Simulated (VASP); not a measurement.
Wanted: the native input for a VASP 6.6.1 run.

| Item | Value |
| --- | --- |
| Task | single point |
| Functional | RPBE |
| Dispersion | D4 |
| Potentials or basis | VASP PAW PBE potentials, release 64 (Ag) |
| Cutoff | 520 eV |
| k mesh | 11 × 11 × 11 |
| Occupations | fermi-dirac, width 0.05 eV |
| Spin | no spin polarisation |
| Dipole correction | no |
| Further INCAR settings | ALGO = Normal; EDIFF = 1e-06; NBANDS = 12 |

The structure of Ag lies in POSCAR:

```
Ag
1.0
    0.0000000000      2.0358325940      2.0358325940
    2.0358325940      0.0000000000      2.0358325940
    2.0358325940      2.0358325940      0.0000000000
Ag
1
Direct
    0.0000000000      0.0000000000      0.0000000000
```

The input as run:

INCAR

```
ALGO = Normal ; EDIFF = 1E-6
ENCUT = 520 ; GGA = RP
ISIF = 2 ; ISMEAR = -1
IVDW = 13 ; LASPH = T
LCHARG = F ; LREAL = F
LWAVE = F ; NBANDS = 12
NELM = 100 ; PREC = Accurate
SIGMA = 0.05
```

KPOINTS

```
k-points
0
Gamma
  11 11 11
```

Potentials or basis: VASP PAW PBE potentials, release 64 (Ag).

Run with:

```sh
$ cat potpaw_PBE.64/Ag/POTCAR > POTCAR
$ mpirun -np 1 vasp_std > vasp.out
```

It gave:

```yaml
Pressure: -0.1 GPa
Dispersion_energy_per_atom: -1.129 eV
```

Caveat: the PAW data sets were made with another functional, which shifts forces and pressure a little; pairwise dispersion overbinds metals, which lowers pressure and volume.

It took 4.2 s on 1 thread of Intel(R) Xeon(R) 6975P-C (Granite Rapids) (shared host), peak memory 0.14 GiB.
